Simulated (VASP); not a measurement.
# HfSiO4 (Cmmm) in VASP: further runs

Runs on HfSiO4. Level: PBE. Tasks: single point, relaxation of cell and atoms.

All numbers are computed with VASP 6.6.1; they aren't measurements. Logs are shortened: lines on timing, memory, paths and dates and some standing lists are left out, and cuts for length are marked.

### Step 1. The cell of the first run

The structure is orthorhombic, space group Cmmm (No. 65). The conventional cell has a = 6.387 Å, b = 6.580 Å, c = 2.975 Å, α = 90.00°, β = 90.00°, γ = 90.00°. Within 2.7 Å of Hf (site symmetry mmm) lie 6 O at 2.05 to 2.12 Å. Within 2.4 Å of Si (site symmetry mmm) lie 6 O at 1.78 to 1.89 Å. Within 2.4 Å of O (site symmetry 2mm) lie 1 Si at 1.78 Å and 2 Hf at 2.05 Å. Within 2.6 Å of O (site symmetry m2m) lie 2 Si at 1.89 Å and 1 Hf at 2.12 Å and 5 O at 2.34 to 2.60 Å.

### Step 2. Single point, PBE

Contents of INCAR:

```
SYSTEM = HfSiO4
PREC = Accurate
ENCUT = 600
EDIFF = 1E-6
ISMEAR = 0
SIGMA = 0.1
LREAL = .FALSE.
LASPH = .TRUE.
NELM = 120
ALGO = Normal
ISIF = 2
LWAVE = .FALSE.
LCHARG = .FALSE.
GGA = PE
NBANDS = 28
GGA_COMPAT = .FALSE.
```

Contents of KPOINTS:

```
Automatic mesh
0
G
  4 4 6
  0 0 0
```

Contents of POSCAR:

```
HfSiO4
1.0
    3.1936371561     -3.2899418082      0.0000000000
    3.1936371561      3.2899418082      0.0000000000
    0.0000000000      0.0000000000      2.9746793327
Hf Si O
1 1 4
Direct
    0.0000000000      0.0000000000      0.0000000000
    0.5000000000      0.5000000000      0.5000000000
    0.2213266608      0.2213266608      0.5000000000
    0.6781220867      0.3218779133      0.0000000000
    0.3218779133      0.6781220867      0.0000000000
    0.7786733392      0.7786733392      0.5000000000
```

Potentials or basis: VASP PAW PBE potentials, release 64 (Hf_pv, Si, O).

Started as:

```
$ cat potpaw_PBE.64/Hf_pv/POTCAR potpaw_PBE.64/Si/POTCAR potpaw_PBE.64/O/POTCAR > POTCAR
$ mpirun -np 1 vasp_std > vasp.out
```

OUTCAR:

```text
SYSTEM = HfSiO4
   PREC = Accurate
   ENCUT = 600
   EDIFF = 1E-6
   ISMEAR = 0
   LREAL = .FALSE.
   LASPH = .TRUE.
   NELM = 120
   ISIF = 2
   GGA = PE

 ion  position               nearest neighbor table
   1  0.000  0.000  0.000-   3 2.05   6 2.05   3 2.05   6 2.05   5 2.12   4 2.12
   2  0.500  0.500  0.500-   3 1.78   6 1.78   5 1.89   4 1.89   4 1.89   5 1.89
   3  0.221  0.221  0.500-   2 1.78   1 2.05   1 2.05
   4  0.678  0.322  0.000-   2 1.89   2 1.89   1 2.12
   5  0.322  0.678  0.000-   2 1.89   2 1.89   1 2.12
   6  0.779  0.779  0.500-   2 1.78   1 2.05   1 2.05

  LATTYP: Found a base centered orthorhombic cell.
 ALAT       =     6.3872743122
 B/A-ratio  =     1.0301551640
 C/A-ratio  =     0.4657196775

  Lattice vectors:

 A1 = (   3.1936371561,  -3.2899418082,   0.0000000000)
 A2 = (   3.1936371561,   3.2899418082,   0.0000000000)
 A3 = (   0.0000000000,   0.0000000000,   2.9746793327)

Analysis of symmetry for initial positions (statically):
=====================================================================
 Subroutine PRICEL returns:
 Original cell was already a primitive cell.

 Routine SETGRP: Setting up the symmetry group for a
 base centered orthorhombic supercell.

 Subroutine GETGRP returns: Found  8 space group operations
 (whereof  8 operations were pure point group operations)
 out of a pool of  8 trial point group operations.

The static configuration has the point symmetry D_2h.

Analysis of symmetry for dynamics (positions and initial velocities):
=====================================================================
 Subroutine PRICEL returns:
 Original cell was already a primitive cell.

 Routine SETGRP: Setting up the symmetry group for a
 base centered orthorhombic supercell.

 Subroutine GETGRP returns: Found  8 space group operations
 (whereof  8 operations were pure point group operations)
 out of a pool of  8 trial point group operations.

The dynamic configuration has the point symmetry D_2h.

 Subroutine INISYM returns: Found  8 space group operations
 (whereof  8 operations are pure point group operations),
 and found     1 'primitive' translations

----------------------------------------------------------------------------------------

                                     Primitive cell

  volume of cell :      62.5092

  direct lattice vectors                    reciprocal lattice vectors
     3.193637156 -3.289941808  0.000000000     0.156561305 -0.151978372  0.000000000
     3.193637156  3.289941808  0.000000000     0.156561305  0.151978372  0.000000000
     0.000000000  0.000000000  2.974679333     0.000000000  0.000000000  0.336170689

  length of vectors
     4.585088373  4.585088373  2.974679333     0.218194564  0.218194564  0.336170689

  position of ions in fractional coordinates (direct lattice)
     0.000000000  0.000000000  0.000000000
     0.500000000  0.500000000  0.500000000
     0.221326661  0.221326661  0.500000000
     0.678122087  0.321877913  0.000000000
     0.321877913  0.678122087  0.000000000
     0.778673339  0.778673339  0.500000000

  ion indices of the primitive-cell ions
   primitive index   ion index
                 1           1
                 2           2
                 3           3
                 4           4
                 5           5
                 6           6

----------------------------------------------------------------------------------------

 KPOINTS: Automatic mesh

Automatic generation of k-mesh.
 Grid dimensions read from file:
 generate k-points for:    4    4    6

 Generating k-lattice:

  Cartesian coordinates                     Fractional coordinates (reciprocal lattice)
     0.039140326 -0.037994593  0.000000000     0.250000000 -0.000000000  0.000000000
     0.039140326  0.037994593  0.000000000    -0.000000000  0.250000000  0.000000000
     0.000000000  0.000000000  0.056028448     0.000000000  0.000000000  0.166666667

  Length of vectors
     0.054548641  0.054548641  0.056028448

  Shift w.r.t. Gamma in fractional coordinates (k-lattice)
     0.000000000  0.000000000  0.000000000

 Subroutine IBZKPT returns following result:
 ===========================================

 Found     28 irreducible k-points:

 Following reciprocal coordinates:
            Coordinates               Weight
  0.000000  0.000000  0.000000      1.000000
  0.250000  0.000000  0.000000      4.000000
  0.500000  0.000000  0.000000      2.000000
  0.250000  0.250000  0.000000      2.000000
  0.500000  0.250000  0.000000      4.000000
 -0.250000  0.250000  0.000000      2.000000
[... 16 lines left out ...]
  0.250000  0.000000  0.500000      4.000000
  0.500000  0.000000  0.500000      2.000000
 [... further k-points ...]
   k-points           NKPTS =     28   k-points in BZ     NKDIM =     28   number of bands    NBANDS=     28
   number of dos      NEDOS =    301   number of ions     NIONS =      6
   total plane-waves  NPLWV =  38400
   dimension x,y,z NGX =    40 NGY =   40 NGZ =   24
   dimension x,y,z NGXF=    80 NGYF=   80 NGZF=   48
   ions per type =               1   1   4
   NGX,Y,Z   is equivalent  to a cutoff of  14.50, 14.50, 13.41 a.u.
   NGXF,Y,Z  is equivalent  to a cutoff of  29.01, 29.01, 26.83 a.u.
 SYSTEM =  HfSiO4
   PREC   = accura    normal or accurate (medium, high low for compatibility)
   ISTART =      0    job   : 0-new  1-cont  2-samecut
   ICHARG =      2    charge: 1-file 2-atom 10-const
   ISPIN  =      1    spin polarized calculation?
   LNONCOLLINEAR =      F non collinear calculations
   LSORBIT =      F    spin-orbit coupling
   LASPH  =      T    aspherical Exc in radial PAW
   ENCUT  =  600.0 eV  44.10 Ry    6.64 a.u.   9.16  9.16  5.94*2*pi/ulx,y,z
   NELM   =    120;   NELMIN=  2; NELMDL= -5     # of ELM steps
   EDIFF  = 0.1E-05   stopping-criterion for ELM
   LREAL  =      F    real-space projection
   EDIFFG = 0.1E-04   stopping-criterion for IOM
   NSW    =      0    number of steps for IOM
   IBRION =     -1    ionic relax: 0-MD 1-quasi-New 2-CG
   NFREE  =      0    steps in history (QN), initial steepest desc. (CG)
   ISIF   =      2    stress and relaxation
   ISYM   =      2    0-nonsym 1-usesym 2-fastsym
   POTIM  = 0.5000    time-step for ionic-motion
   TEBEG  =    0.0;   TEEND  =   0.0 temperature during run
   PSTRESS=    0.0 pullay stress
   NELECT =      38.0000    total number of electrons
   NUPDOWN=      -1.0000    fix difference up-down
   EMIN   =  10.00;   EMAX   =-10.00  energy-range for DOS
   EFERMI =   0.00;   METHOD = LEGACY
   ISMEAR =     0;   SIGMA  =   0.10  broadening in eV -4-tet -1-fermi 0-gaus
   EFERMI_NEDOS =   21; number of points for ismear=-14 and -15
   IALGO  =     38    algorithm
   IMIX   =      4    mixing-type and parameters
     AMIX     =   0.40;   BMIX     =  1.00
     AMIX_MAG =   1.60;   BMIX_MAG =  1.00
  volume/ion in A,a.u.               =      10.42        70.31
  Fermi-wavevector in a.u.,A,eV,Ry     =   1.386824  2.620718 26.167828  1.923281
  Thomas-Fermi vector in A             =   2.511103
   LORBIT       =      0    0 simple, 1 ext, 2 COOP (PROOUT), +10 PAW based schemes
   GGA     = PE    functional components
   LHFCALC =     F    Hartree Fock is set to
   AEXX    =    0.0000 exact exchange contribution
   IVDW    =     0    specifies the selected vdW correction
   LEPSILON=     F    determine dielectric tensor
   LRPA    =     F    only Hartree local field effects (RPA)
 non-spin polarized calculation
 Gauss-broadening in eV      SIGMA  =   0.10
  energy-cutoff  :      600.00
  volume of cell :       62.51
 maximum number of plane-waves:      2114
 NGX is ok and might be reduce to    40
   NGX = 19   NGY = 19   NGZ = 11

 number of electron      37.9999993 magnetization

 Free energy of the ion-electron system (eV)
  ---------------------------------------------------
  ext. energy  EPLUGINS =         0.00000000
  ---------------------------------------------------
  free energy    TOTEN  =       -52.62417513 eV

  energy without entropy =      -52.62417513  energy(sigma->0) =      -52.62417513

 E-fermi :   4.9598     XC(G=0): -11.3546

 val. band max:        4.4972914434   @ k =   0.0000   0.0000   0.0000
 cond. band min:       6.2688821906   @ k =   0.0000   0.0000   0.0000
 fundamental gap:      1.7715907472
 Fermi energy:         4.9598284300

 k-point     1 :       0.0000    0.0000    0.0000
  band No.  band energies     occupation
      1     -25.4948      2.00000
      2     -25.2911      2.00000
      3     -25.1525      2.00000
      4     -15.3175      2.00000
      5     -12.9007      2.00000
      6     -12.8699      2.00000
[... 20 lines left out ...]
     27      14.2568      0.00000
     28      16.5221      0.00000

 k-point     2 :       0.2500    0.0000    0.0000
  band No.  band energies     occupation
      1     -25.4979      2.00000
      2     -25.2945      2.00000
      3     -25.1524      2.00000
      4     -15.0720      2.00000
      5     -13.5194      2.00000
      6     -12.5744      2.00000
[... 20 lines left out ...]
     27      14.1920      0.00000
     28      15.9791      0.00000

 k-point     3 :       0.5000    0.0000    0.0000
  band No.  band energies     occupation
      1     -25.5013      2.00000
      2     -25.2977      2.00000
      3     -25.1522      2.00000
      4     -14.6370      2.00000
      5     -14.0540      2.00000
      6     -12.7497      2.00000
[... 20 lines left out ...]
     27      15.0035      0.00000
     28      15.2417      0.00000

 k-point     4 :       0.2500    0.2500    0.0000
  band No.  band energies     occupation
      1     -25.5008      2.00000
      2     -25.2968      2.00000
      3     -25.1522      2.00000
      4     -14.8349      2.00000
      5     -13.9868      2.00000
      6     -12.4032      2.00000
[... 578 lines left out ...]
     27      16.6176      0.00000
     28      17.4534      0.00000

 k-point    23 :       0.2500    0.0000    0.5000
  band No.  band energies     occupation
      1     -26.2107      2.00000
      2     -25.2109      2.00000
      3     -25.2004      2.00000
      4     -13.8055      2.00000
      5     -13.3941      2.00000
      6     -12.9198      2.00000
[... 20 lines left out ...]
     27      16.6238      0.00000
     28      16.9592      0.00000

 k-point    24 :       0.5000    0.0000    0.5000
  band No.  band energies     occupation
      1     -26.2094      2.00000
      2     -25.2148      2.00000
      3     -25.2006      2.00000
      4     -13.9010      2.00000
      5     -13.2033      2.00000
      6     -12.7889      2.00000
[... 20 lines left out ...]
     27      16.3896      0.00000
     28      16.5957      0.00000

 [... further k-points ...]
[... 5 lines left out ...]
  --------------------------------------------------------------------------------------
  -------------------------------------------------------------------------------------
  Total       -0.7434811     -0.7325397     -0.7552794      0.0000000      0.0000000      0.0000000
  in kB      -19.0562112    -18.7757713    -19.3586152      0.0000000      0.0000000      0.0000000
  external PRESSURE =     -19.0635326 kB  Pullay stress =       0.0000000 kB

 VOLUME and BASIS-vectors are now :
 -----------------------------------------------------------------------------
  energy-cutoff  :      600.00
  volume of cell :       62.51
      direct lattice vectors                 reciprocal lattice vectors
     3.193637156 -3.289941808  0.000000000     0.156561305 -0.151978372  0.000000000
     3.193637156  3.289941808  0.000000000     0.156561305  0.151978372  0.000000000
     0.000000000  0.000000000  2.974679333     0.000000000  0.000000000  0.336170689

 POSITION                                       TOTAL-FORCE (eV/Angst)
 -----------------------------------------------------------------------------------
      0.00000      0.00000      0.00000        -0.000000      0.000000      0.000000
      3.19364      0.00000      1.48734        -0.000000      0.000000      0.000000
      1.41367      0.00000      1.48734        -0.232399      0.000000      0.000000
      3.19364     -1.17202      0.00000         0.000000     -0.146674      0.000000
      3.19364      1.17202      0.00000         0.000000      0.146674     -0.000000
      4.97360      0.00000      1.48734         0.232399      0.000000      0.000000
 -----------------------------------------------------------------------------------
    total drift:                               -0.000000      0.000000      0.000000

  FREE ENERGIE OF THE ION-ELECTRON SYSTEM (eV)
  ---------------------------------------------------
  free  energy   TOTEN  =       -52.6241751348 eV

  energy  without entropy=      -52.6241751348  energy(sigma->0) =      -52.62417513
```

Run time: 49 s. Hardware: 1 thread of Intel Xeon 8259CL, shared host; peak memory 0.22 GiB.

What came out:

| Property | Result |
| --- | --- |
| Free energy | -52.6242 eV |
| Pressure | -1.9 GPa |
| Largest force | 0.232 eV/Å |
| Band gap on the k mesh | 1.77 eV |

Forces in eV/Å, atoms in the order of the input:
```
Hf   0.000  0.000  0.000
Si   0.000  0.000  0.000
O   -0.232  0.000  0.000
O    0.000 -0.147  0.000
O    0.000  0.147  0.000
O    0.232  0.000  0.000
```

Caveat: spin-orbit coupling is left out, which moves the levels of the heavy elements. A k mesh can miss the band edges.

### Step 3. Single point, PBE

This run uses another cell than the first one, of 11.85 Å³/atom.

Contents of INCAR:

```
SYSTEM = HfSiO4
ALGO     = Normal         ! electronic algorithm
EDIFF    = 1E-6           ! SCF threshold, eV
ENCUT    = 600            ! plane-wave cutoff, eV
GGA      = PE             ! functional
GGA_COMPAT= .FALSE.      
ISIF     = 2              ! what is computed and relaxed
ISMEAR   = 0              ! smearing method
LASPH    = .TRUE.         ! aspherical terms in the spheres
LCHARG   = .FALSE.        ! write CHGCAR
LREAL    = .FALSE.        ! projectors in reciprocal space
LWAVE    = .FALSE.        ! write WAVECAR
NBANDS   = 28             ! bands
NELM     = 120            ! most SCF steps
PREC     = Accurate       ! precision mode
SIGMA    = 0.1            ! smearing width, eV
```

Contents of KPOINTS:

```
k-points
0
G
  4 4 6
  0 0 0
```

Contents of POSCAR:

```
HfSiO4
1.0
    3.3543513700     -3.3543513700      0.0000000000
    3.3543513700      3.3543513700      0.0000000000
    0.0000000000      0.0000000000      3.1589586700
Hf Si O
1 1 4
Direct
    0.0000000000      0.0000000000      0.0000000000
    0.5000000000      0.5000000000      0.5000000000
    0.1949551200      0.1949551200      0.5000000000
    0.6949551200      0.3050448800      0.0000000000
    0.3050448800      0.6949551200      0.0000000000
    0.8050448800      0.8050448800      0.5000000000
```

Potentials or basis: VASP PAW PBE potentials, release 64 (Hf_pv, Si, O).

Started as:

```
$ cat potpaw_PBE.64/Hf_pv/POTCAR potpaw_PBE.64/Si/POTCAR potpaw_PBE.64/O/POTCAR > POTCAR
$ mpirun -np 1 vasp_std > vasp.out
```

It took 82 s on 1 thread of Intel Xeon 8259CL, shared host; peak memory 0.24 GiB.

It converged, with:

| Property | Result |
| --- | --- |
| Free energy | -50.9173 eV |
| Pressure | -16.4 GPa |
| Largest force | 3.682 eV/Å |
| Band gap on the k mesh | 1.29 eV |

Forces in eV/Å, atoms in the order of the input:
```
Hf   0.000  0.000  0.000
Si   0.000  0.000  0.000
O    3.074  0.000  0.000
O    0.000  3.682  0.000
O    0.000 -3.682  0.000
O   -3.074  0.000  0.000
```

Stress tensor (GPa, compression positive):
```
-20.73   0.00   0.00
  0.00  -6.10   0.00
  0.00   0.00 -22.42
```

Levels at points of the mesh, in eV from the valence-band top:
```csv
k point,band 15,band 16,band 17,band 18,band 19,band 20,band 21,band 22,band 23,band 24
"(0.00, 0.00, 0.00)",-2.27,-0.93,-0.65,-0.58,0.00,1.29,4.72,5.24,6.16,6.80
"(0.50, 0.00, 0.00)",-2.17,-1.94,-1.20,-0.74,-0.67,3.26,4.21,5.20,5.63,6.63
"(0.50, 0.50, 0.00)",-1.90,-1.59,-1.24,-1.12,-1.12,1.84,4.99,6.13,6.20,6.93
"(0.00, 0.00, 0.50)",-2.16,-2.11,-1.79,-1.35,-0.85,4.35,5.82,6.13,6.17,7.58
"(0.50, 0.00, 0.50)",-1.89,-1.83,-1.62,-1.06,-0.90,3.61,5.26,6.59,6.59,7.79
"(0.50, 0.50, 0.50)",-1.33,-1.33,-1.09,-0.93,-0.48,3.82,5.17,5.35,6.63,7.32
```

Caveat: the cell stands under tension; spin-orbit coupling is left out, which moves the levels of the heavy elements; forces of over 1 eV/Å act on the atoms, so gaps and moduli don't describe the material at rest.

### Step 4. Relaxation of cell and atoms, PBE

This run uses another cell than the first one, of 11.85 Å³/atom.

Contents of INCAR:

```
SYSTEM = HfSiO4
ALGO     = Normal         ! electronic algorithm
EDIFF    = 1E-7           ! SCF threshold, eV
EDIFFG   = -0.04          ! ionic threshold
ENCUT    = 600            ! plane-wave cutoff, eV
GGA      = PE             ! functional
GGA_COMPAT= .FALSE.      
IBRION   = 2              ! ionic algorithm
ISIF     = 3              ! what is computed and relaxed
ISMEAR   = 0              ! smearing method
LASPH    = .TRUE.         ! aspherical terms in the spheres
LCHARG   = .FALSE.        ! write CHGCAR
LREAL    = .FALSE.        ! projectors in reciprocal space
LWAVE    = .FALSE.        ! write WAVECAR
NELM     = 120            ! most SCF steps
NELMIN   = 4            
NSW      = 90             ! ionic steps
PREC     = Accurate       ! precision mode
SIGMA    = 0.1            ! smearing width, eV
```

KPOINTS is that of step 3.

POSCAR is that of step 3.

Started as:

```
$ cat potpaw_PBE.64/Hf_pv/POTCAR potpaw_PBE.64/Si/POTCAR potpaw_PBE.64/O/POTCAR > POTCAR
$ mpirun -np 1 vasp_std > vasp.out
```

Run time: 8.7 min. Hardware: 1 thread of Intel Xeon 8259CL, shared host; peak memory 0.26 GiB.

Results (log left out):

| Property | Result |
| --- | --- |
| Free energy | -52.6551 eV |
| Relaxed volume | 10.35 Å³/atom |
| Relaxed cell | a = 4.574 Å, b = 4.574 Å, c = 2.971 Å, α = 90.00°, β = 90.00°, γ = 91.66° |
| Space group after relaxing (to 0.1 Å) | Cmmm (No. 65) |
| Energy gained by relaxing | 289.6 meV/atom |
| Ionic steps | 8 |
| Pressure after relaxing | -0.4 GPa |
| Largest force after relaxing | 0.014 eV/Å |
| Band gap on the k mesh | 1.84 eV |

Forces in eV/Å, atoms in the order of the input:
```
Hf   0.000  0.000  0.000
Si   0.000  0.000  0.000
O    0.014  0.000  0.000
O    0.000  0.008  0.000
O    0.000 -0.008  0.000
O   -0.014  0.000  0.000
```

Stress tensor (GPa, compression positive):
```
-0.53  0.00  0.00
 0.00 -0.23  0.00
 0.00  0.00 -0.31
```

Step by step:
| step | energy change (eV) | largest force (eV/Å) | pressure (GPa) | volume (Å³) |
| --- | --- | --- | --- | --- |
| 1 | 0.0000 | 3.6822 | -16.42 | 71.09 |
| 2 | -1.3905 | 2.2789 | 16.82 | 59.24 |
| 3 | -1.6151 | 1.8376 | 3.42 | 62.03 |
| 4 | -1.6155 | 1.7834 | 4.10 | 61.86 |
| 5 | -1.6239 | 1.6308 | -4.35 | 62.92 |
| 6 | -1.7157 | 0.7849 | -0.85 | 62.39 |
| 7 | -1.7364 | 0.2135 | -0.18 | 62.06 |
| 8 | -1.7378 | 0.0139 | -0.36 | 62.12 |

Final structure:
```
Hf Si O
1.0
     3.18709   -3.28078    0.00000
     3.18709    3.28078    0.00000
     0.00000    0.00000    2.97069
Hf Si O
1 1 4
Direct
  0.00000 0.00000 0.00000
  0.50000 0.50000 0.50000
  0.22046 0.22046 0.50000
  0.67870 0.32130 0.00000
  0.32130 0.67870 0.00000
  0.77954 0.77954 0.50000
```

Levels at points of the mesh, in eV from the valence-band top:
```tsv
k point	band 15	band 16	band 17	band 18	band 19	band 20	band 21	band 22	band 23
(0.00, 0.00, 0.00)	-2.50	-1.22	-0.71	-0.64	0.00	1.84	5.17	5.92	6.16
(0.50, 0.00, 0.00)	-2.90	-2.41	-1.86	-1.13	-0.50	2.82	5.62	5.64	5.65
(0.50, 0.50, 0.00)	-2.61	-1.68	-1.44	-1.41	-1.38	2.49	5.70	5.96	6.46
(0.00, 0.00, 0.50)	-2.99	-2.80	-2.26	-1.16	-0.61	4.92	5.37	7.16	8.01
(0.50, 0.00, 0.50)	-2.65	-2.38	-1.58	-1.46	-1.06	3.85	4.71	7.39	8.23
(0.50, 0.50, 0.50)	-1.78	-1.72	-1.16	-0.93	-0.41	4.02	4.78	7.06	7.41
```

Caveat: spin-orbit coupling is left out, which moves the levels of the heavy elements.

[end of part 1 of 2]
